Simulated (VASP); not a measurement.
Here is a VASP 6.6.1 calculation.

Contents of INCAR:

```
  PREC = Accurate
  ENCUT = 520
  EDIFF = 1E-6
  ISMEAR = -1
  SIGMA = 0.06122561905347299
  LREAL = False
  LASPH = True
  NELM = 60
  ALGO = Normal
  ISIF = 2
  LWAVE = False
  LCHARG = False
  GGA = PE
  NBANDS = 16
```

The input KPOINTS:

```
regular mesh
0
Gamma
  9 9 9
```

The input POSCAR:

```
Cs
1.0
    0.0000000000      5.6602649095      5.6602649095
    5.6602649095      0.0000000000      5.6602649095
    5.6602649095      5.6602649095      0.0000000000
Cs
2
Direct
    0.0000000000      0.0000000000      0.0000000000
    0.2500000000      0.2500000000      0.2500000000
```

Potentials or basis: VASP PAW PBE potentials, release 64 (Cs_sv).

The run is started by

```console
$ cat potpaw_PBE.64/Cs_sv/POTCAR > POTCAR
$ mpirun -np 1 vasp_std > vasp.out
```

(1) Estimate the pressure.

Answers

(1) 0.0 GPa.
